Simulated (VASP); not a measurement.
Set up this calculation in VASP 6.6.1, as the native input.

* Task: relaxation of cell and atoms
* Functional: BLYP
* Potentials or basis: VASP PAW PBE potentials, release 64 (Hg_sv_GW)
* Cutoff: 550 eV
* k mesh: 11 × 11 × 11
* Occupations: fermi-dirac, width 0.1 eV
* Spin: no spin polarisation
* Dipole correction: no
* Further INCAR settings: ALGO = Normal; EDIFF = 1e-07; IBRION = 2; EDIFFG = -0.01; NSW = 80; ISIF = 3

The structure of Hg lies in POSCAR:

```
Hg
1.0
    1.7290008993      0.9982391346      2.2280000000
   -1.7290008993      0.9982391346      2.2280000000
    0.0000000000     -1.9964782693      2.2280000000
Hg
1
Direct
    1.0000000000      0.0000000000      0.0000000000
```

The input as run:

INCAR

```
  AGGAC = 1.0
  AGGAX = 1.0
  ALDAC = 0.0
  ALDAX = 1.0
  ALGO = Normal
  EDIFF = 1E-7
  EDIFFG = -0.01
  ENCUT = 550
  GGA = B5
  GGA_COMPAT = F
  IBRION = 2
  ISIF = 3
  ISMEAR = -1
  LASPH = T
  LCHARG = F
  LREAL = F
  LWAVE = F
  NELM = 120
  NELMIN = 4
  NSW = 80
  PREC = Accurate
  SIGMA = 0.1
```

KPOINTS

```
k-points
0
Gamma
  11 11 11
```

Potentials or basis: VASP PAW PBE potentials, release 64 (Hg_sv_GW).

Run with:

```console
$ cat potpaw_PBE.64/Hg_sv_GW/POTCAR > POTCAR
$ mpirun -np 1 vasp_std > vasp.out
```

Results of the run:

| Item | Value |
| --- | --- |
| Relaxed volume | 35.38 Å³/atom |
| Relaxed cell | a = 3.651 Å, b = 3.651 Å, c = 3.651 Å, α = 61.23°, β = 61.23°, γ = 61.23° |
| Space group after relaxing (to 0.1 Å) | R-3m (No. 166) |
| Energy gained by relaxing | 272.8 meV/atom |
| Ionic steps | 16 |
| Pressure after relaxing | 0.0 GPa |
| Band gap on the k mesh | 1.15 eV (least direct gap 2.01 eV) |

Caveat: the volume moved by over 15 % at a fixed basis, so the end points are rough; the PAW data sets were made with another functional, which shifts forces and pressure a little; spin-orbit coupling is left out, which moves the levels of the heavy elements.

It took 5.5 min on 1 thread of Intel(R) Xeon(R) Platinum 8488C (Sapphire Rapids) (shared host), peak memory 0.21 GiB.
